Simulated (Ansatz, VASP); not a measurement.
## HfB: VASP beside Ansatz

```
Hf B
1.0
     3.26683    0.00000    0.00000
    -1.63342    2.82916    0.00000
     0.00000    0.00000    8.00207
Hf B
3 3
Direct
  0.00000 0.00000 0.00000
  0.33333 0.66667 0.33333
  0.66667 0.33333 0.66667
  0.66667 0.33333 0.16667
  0.00000 0.00000 0.50000
  0.33333 0.66667 0.83333
```

Alike in both runs: task relaxation of cell and atoms; functional PBE; k mesh 6 × 6 × 4; occupations gaussian, width 0.1 eV; no spin polarisation.

```csv
,VASP,Ansatz
version,VASP 6.6.1,Ansatz 0.2.0
potentials or method,"VASP PAW PBE potentials, release 64 (Hf_pv, B), cutoff 600 eV","scalar-relativistic, plane waves, PAW"
valence electrons in the cell,39,87
```

Ansatz gave:

| Item | Value |
| --- | --- |
| gap on the k mesh at the Fermi level, each at its own relaxed structure (eV) | none |
| relaxed volume (Å³/atom) | 14.11 |
| relaxed cell length with the largest relative difference (Å) | 8.286 |

Problem. Estimate VASP's values.

Solution. gap on the k mesh at the Fermi level, each at its own relaxed structure (eV): none; relaxed volume (Å³/atom): 14.10; relaxed cell length with the largest relative difference (Å): 8.279.

A gap of «none» marks a metal or a gap that the smearing closes. VASP's potentials hold 39 valence electrons a cell and Ansatz's 87, so a difference there can come from the potentials and not from the codes.

The k mesh is coarse, so the values compare programs but aren't converged. Neither program's run includes spin-orbit coupling.
